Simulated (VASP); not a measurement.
# Ti in VASP: notebook, part 3 of 3

VASP 6.6.1.

## (5) Electric field gradients, PBEsol (equal xx and yy strain of -2 %)

INCAR reads:

```
PREC = Accurate
ENCUT = 520
EDIFF = 1E-8
ISMEAR = -1
SIGMA = 0.08
LREAL = F
LASPH = T
NELM = 60
ALGO = Normal
ISIF = 2
LWAVE = F
LCHARG = F
GGA = PS
LEFG = T
NBANDS = 12
```

KPOINTS reads:

```
regular mesh
0
Gamma
  17 17 17
```

POSCAR reads:

```
Ti
1.0
   -1.6081800000      1.6081800000      1.6410000000
    1.6081800000     -1.6081800000      1.6410000000
    1.6081800000      1.6081800000     -1.6410000000
Ti
1
Direct
    0.0000000000      0.0000000000      0.0000000000
```

Potentials or basis: VASP PAW PBE potentials, release 64 (Ti_sv).

Command:

```sh
$ cat potpaw_PBE.64/Ti_sv/POTCAR > POTCAR
$ mpirun -np 1 vasp_std > vasp.out
```

OUTCAR:

```text
PREC = Accurate
   ENCUT = 520
   EDIFF = 1E-8
   ISMEAR = -1
   LREAL = F
   LASPH = T
   NELM = 60
   ISIF = 2
   GGA = PS

 ion  position               nearest neighbor table
   1  0.000  0.000  0.000-

  LATTYP: Found a body centered tetragonal cell.
 ALAT       =     3.2163600000
 C/A-ratio  =     1.0204081633

  Lattice vectors:

 A1 = (  -1.6081800000,   1.6081800000,   1.6410000000)
 A2 = (   1.6081800000,  -1.6081800000,   1.6410000000)
 A3 = (   1.6081800000,   1.6081800000,  -1.6410000000)

Analysis of symmetry for initial positions (statically):
=====================================================================
 Subroutine PRICEL returns:
 Original cell was already a primitive cell.

 Routine SETGRP: Setting up the symmetry group for a
 body centered tetragonal supercell.

 Subroutine GETGRP returns: Found 16 space group operations
 (whereof 16 operations were pure point group operations)
 out of a pool of 16 trial point group operations.

The static configuration has the point symmetry D_4h.

Analysis of symmetry for dynamics (positions and initial velocities):
=====================================================================
 Subroutine PRICEL returns:
 Original cell was already a primitive cell.

 Routine SETGRP: Setting up the symmetry group for a
 body centered tetragonal supercell.

 Subroutine GETGRP returns: Found 16 space group operations
 (whereof 16 operations were pure point group operations)
 out of a pool of 16 trial point group operations.

The dynamic configuration has the point symmetry D_4h.

 Subroutine INISYM returns: Found 16 space group operations
 (whereof 16 operations are pure point group operations),
 and found     1 'primitive' translations

----------------------------------------------------------------------------------------

                                     Primitive cell

  volume of cell :      16.9761

  direct lattice vectors                    reciprocal lattice vectors
    -1.608180000  1.608180000  1.641000000     0.000000000  0.310910470  0.304692261
     1.608180000 -1.608180000  1.641000000     0.310910470  0.000000000  0.304692261
     1.608180000  1.608180000 -1.641000000     0.310910470  0.310910470  0.000000000

  length of vectors
     2.804526132  2.804526132  2.804526132     0.435319072  0.435319072  0.439693804

  position of ions in fractional coordinates (direct lattice)
     0.000000000  0.000000000  0.000000000

  ion indices of the primitive-cell ions
   primitive index   ion index
                 1           1

----------------------------------------------------------------------------------------

 KPOINTS: regular mesh

Automatic generation of k-mesh.
 Grid dimensions read from file:
 generate k-points for:   17   17   17

 Generating k-lattice:

  Cartesian coordinates                     Fractional coordinates (reciprocal lattice)
[... 65 lines left out ...]
   NFREE  =      0    steps in history (QN), initial steepest desc. (CG)
   ISIF   =      2    stress and relaxation
   ISYM   =      2    0-nonsym 1-usesym 2-fastsym
   POTIM  = 0.5000    time-step for ionic-motion
   TEBEG  =    0.0;   TEEND  =   0.0 temperature during run
   PSTRESS=    0.0 pullay stress
   NELECT =      12.0000    total number of electrons
   NUPDOWN=      -1.0000    fix difference up-down
   EMIN   =  10.00;   EMAX   =-10.00  energy-range for DOS
   EFERMI =   0.00;   METHOD = LEGACY
   ISMEAR =    -1;   SIGMA  =   0.08  broadening in eV -4-tet -1-fermi 0-gaus
   EFERMI_NEDOS =   21; number of points for ismear=-14 and -15
   IALGO  =     38    algorithm
   IMIX   =      4    mixing-type and parameters
     AMIX     =   0.40;   BMIX     =  1.00
     AMIX_MAG =   1.60;   BMIX_MAG =  1.00
  volume/ion in A,a.u.               =      16.98       114.56
  Fermi-wavevector in a.u.,A,eV,Ry     =   1.458330  2.755845 28.935888  2.126728
  Thomas-Fermi vector in A             =   2.575027
   LORBIT       =      0    0 simple, 1 ext, 2 COOP (PROOUT), +10 PAW based schemes
   GGA     = PS    functional components
   LHFCALC =     F    Hartree Fock is set to
   AEXX    =    0.0000 exact exchange contribution
   IVDW    =     0    specifies the selected vdW correction
   LEPSILON=     F    determine dielectric tensor
   LRPA    =     F    only Hartree local field effects (RPA)
 non-spin polarized calculation
  energy-cutoff  :      520.00
  volume of cell :       16.98
 maximum number of plane-waves:       474
 NGX is ok and might be reduce to    24
   NGX = 11   NGY = 11   NGZ = 11

 number of electron      11.9999997 magnetization

 Free energy of the ion-electron system (eV)
  ---------------------------------------------------
  ext. energy  EPLUGINS =         0.00000000
  ---------------------------------------------------
  free energy    TOTEN  =        -8.25498782 eV

  energy without entropy =       -8.20734928  energy(sigma->0) =       -8.23116855

 E-fermi :   8.1949     XC(G=0): -11.7412

 val. band max:        8.1945445624   @ k =   0.2353   0.2353  -0.0000
 cond. band min:       8.1995895360   @ k =  -0.4706  -0.4706   0.1176
 fundamental gap:      0.0050449737
 Fermi energy:         8.1948504980

 k-point     1 :       0.0000    0.0000    0.0000
  band No.  band energies     occupation
      1     -48.0572      2.00000
      2     -23.9802      2.00000
      3     -23.9802      2.00000
      4     -23.9788      2.00000
      5       2.1932      2.00000
      6       9.1527      0.00001
      7       9.1527      0.00001
      8       9.2982      0.00000
      9      10.9337      0.00000
     10      11.1042      0.00000
     11      25.5413      0.00000
     12      25.9009      0.00000
[... 331 lines left out ...]
 k-point    24 :      -0.1176    0.0588    0.0000
  band No.  band energies     occupation
      1     -48.0427      2.00000
      2     -24.0568      2.00000
      3     -23.9958      2.00000
      4     -23.9868      2.00000
      5       2.5553      2.00000
      6       9.0233      0.00006
      7       9.1452      0.00001
      8       9.4728      0.00000
      9      10.8452      0.00000
     10      11.0351      0.00000
     11      25.3137      0.00000
     12      25.6503      0.00000

 [... further k-points ...]
[... 5 lines left out ...]
  --------------------------------------------------------------------------------------
  -------------------------------------------------------------------------------------
  Total       -0.3151127     -0.3151127     -0.2685335      0.0000000     -0.0000000      0.0000000
  in kB      -29.7398341    -29.7398341    -25.3437657      0.0000000     -0.0000000      0.0000000
  external PRESSURE =     -28.2744780 kB  Pullay stress =       0.0000000 kB

 VOLUME and BASIS-vectors are now :
 -----------------------------------------------------------------------------
  energy-cutoff  :      520.00
  volume of cell :       16.98
      direct lattice vectors                 reciprocal lattice vectors
    -1.608180000  1.608180000  1.641000000     0.000000000  0.310910470  0.304692261
     1.608180000 -1.608180000  1.641000000     0.310910470  0.000000000  0.304692261
     1.608180000  1.608180000 -1.641000000     0.310910470  0.310910470  0.000000000

 POSITION                                       TOTAL-FORCE (eV/Angst)
 -----------------------------------------------------------------------------------
      0.00000      0.00000      0.00000         0.000000      0.000000      0.000000
 -----------------------------------------------------------------------------------
    total drift:                               -0.000000      0.000000      0.000000

  FREE ENERGIE OF THE ION-ELECTRON SYSTEM (eV)
  ---------------------------------------------------
  free  energy   TOTEN  =        -8.2549878202 eV

  energy  without entropy=       -8.2073492840  energy(sigma->0) =       -8.23116855

 Electric field gradients (V/A^2)
---------------------------------------------------------------------
 ion       V_xx      V_yy      V_zz      V_xy      V_xz      V_yz
---------------------------------------------------------------------
   1       0.008     0.008    -0.015    -0.000     0.000     0.000
---------------------------------------------------------------------

 Electric field gradients after diagonalization (V/A^2)
 (convention: |V_zz| > |V_xx| > |V_yy|)
----------------------------------------------------------------------
 ion       V_xx      V_yy      V_zz     asymmetry (V_yy - V_xx)/ V_zz
----------------------------------------------------------------------
   1       0.008     0.008    -0.015       0.003
----------------------------------------------------------------------

           NMR quadrupolar parameters

 Cq : quadrupolar parameter    Cq=e*Q*V_zz/h
 eta: asymmetry parameters     (V_yy - V_xx)/ V_zz
 Q  : nuclear electric quadrupole moment in mb (millibarn)
----------------------------------------------------------------------
 ion       Cq(MHz)       eta       Q (mb)
----------------------------------------------------------------------
   1      -0.000       0.003       1.000
----------------------------------------------------------------------
```

Run time: 80 s. Hardware: 1 thread of AMD EPYC 9R14 (Zen 4), shared host; peak memory 0.17 GiB.

What came out:

```
Free energy            : -8.2550 eV
Pressure               : -2.8 GPa
Band gap on the k mesh : zero (band 6 reaches 9.23 eV, above the bottom of band 7 at 7.58 eV)
```

Caveat: the cell differs from its parent crystal (equal xx and yy strain of -2 %); without QUAD_EFG the Cq values of the log hold for a quadrupole moment of 1 mb, not for the nuclei; the PAW data sets were made with another functional, which shifts forces and pressure a little.

## (6) Overview

```tsv
cell	cutoff (eV)	gap on the mesh (eV)	pressure (GPa)
a = 2.833 Å, angles 109.2°, 1 atom	400	none	-7.3
a = 2.823 Å, angles 108.9°, 1 atom	400	none	-7.3
a = 2.805 Å, angles 110.0, 110.0, 108.4°, 1 atom	520	none	-2.8
```

Alike in all rows: task electric field gradients; level PBEsol; potentials or basis VASP PAW PBE potentials, release 64 (Ti_sv); no spin polarisation; k mesh 17 × 17 × 17; smearing fermi-dirac 0.08 eV.

Caveats: the PAW data sets were made with another functional, which shifts forces and pressure a little.

Absolute energies hang on the potentials; compare differences alone.
